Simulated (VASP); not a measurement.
Set up this calculation in VASP 6.6.1, as the native input.

```
Task                   : single point
Functional             : r2SCAN
Potentials or basis    : VASP PAW PBE potentials, release 64 (Ta_pv, Si)
Cutoff                 : 550 eV
k mesh                 : 12 × 12 × 6
Occupations            : gaussian, width 0.15 eV
Spin                   : no spin polarisation
Dipole correction      : no
Further INCAR settings : ALGO = Normal; EDIFF = 1e-06; NBANDS = 38
```

TaSi2:

```
Ta Si
1.0
     4.66047    0.00000    0.00000
    -2.33023    4.03608    0.00000
     0.00000    0.00000    6.55476
Ta Si
3 6
Direct
  0.50000 0.00000 0.00000
  0.50000 0.50000 0.66667
  0.00000 0.50000 0.33333
  0.15827 0.31655 0.00000
  0.84173 0.15827 0.66667
  0.68345 0.84173 0.33333
  0.84173 0.68345 0.00000
  0.15827 0.84173 0.66667
  0.31655 0.15827 0.33333
```

This cell differs from its parent crystal: strain -0.025 along x and y, +0.000 along z.

One way to write it, as run:

POSCAR

```
TaSi2
1.0
    4.6604683519      0.0000000000      0.0000000000
   -2.3302341760      4.0360839863      0.0000000000
    0.0000000000      0.0000000000      6.5547553952
Ta Si
3 6
Direct
    0.5000000000      0.0000000000      0.0000000000
    0.5000000000      0.5000000000      0.6666666667
    0.0000000000      0.5000000000      0.3333333333
    0.1582725695      0.3165451391      0.0000000000
    0.8417274305      0.1582725695      0.6666666667
    0.6834548609      0.8417274305      0.3333333333
    0.8417274305      0.6834548609      0.0000000000
    0.1582725695      0.8417274305      0.6666666667
    0.3165451391      0.1582725695      0.3333333333
```

INCAR.step1

```
SYSTEM = TaSi2
ALGO = Normal
EDIFF = 1E-5
ENCUT = 550
GGA = PE
GGA_COMPAT = .FALSE.
ISMEAR = 0
LASPH = .TRUE.
LCHARG = .FALSE.
LREAL = .FALSE.
LWAVE = .TRUE.
NBANDS = 38
NELM = 120
PREC = Accurate
SIGMA = 0.15
```

INCAR.step2

```
SYSTEM = TaSi2
ALGO = Normal
EDIFF = 1E-6
ENCUT = 550
GGA_COMPAT = .FALSE.
ISIF = 2
ISMEAR = 0
ISTART = 1
LASPH = .TRUE.
LCHARG = .FALSE.
LMIXTAU = .TRUE.
LREAL = .FALSE.
LWAVE = .FALSE.
METAGGA = R2SCAN
NBANDS = 38
NELM = 120
PREC = Accurate
SIGMA = 0.15
```

KPOINTS

```
k-points
0
G
  12 12 6
  0 0 0
```

Potentials or basis: VASP PAW PBE potentials, release 64 (Ta_pv, Si).

Launch:

```bash
$ cat potpaw_PBE.64/Ta_pv/POTCAR potpaw_PBE.64/Si/POTCAR > POTCAR
$ cp INCAR.step1 INCAR
$ mpirun -np 1 vasp_std > vasp.out
$ cp INCAR.step2 INCAR
$ mpirun -np 1 vasp_std > vasp.out
```

It gave:

```yaml
Pressure: 10.9 GPa
Largest_force: 0.124 eV/Å
Band_gap_on_the_k_mesh: zero (an odd number of electrons rules out a gap without spin polarisation)
```

Caveat: the cell differs from its parent crystal (strain -0.025 along x and y, +0.000 along z); the stress differs along the axes, from 6 to 13 GPa; the PAW data sets were made with another functional, which shifts forces and pressure a little; spin-orbit coupling is left out, which moves the levels of the heavy elements; an odd number of electrons without spin polarisation forces a metal; a magnetic or distorted state may lie lower.

It took 45 min on 1 thread of Oxide Virtual Turin-like Processor (shared host), peak memory 0.44 GiB.
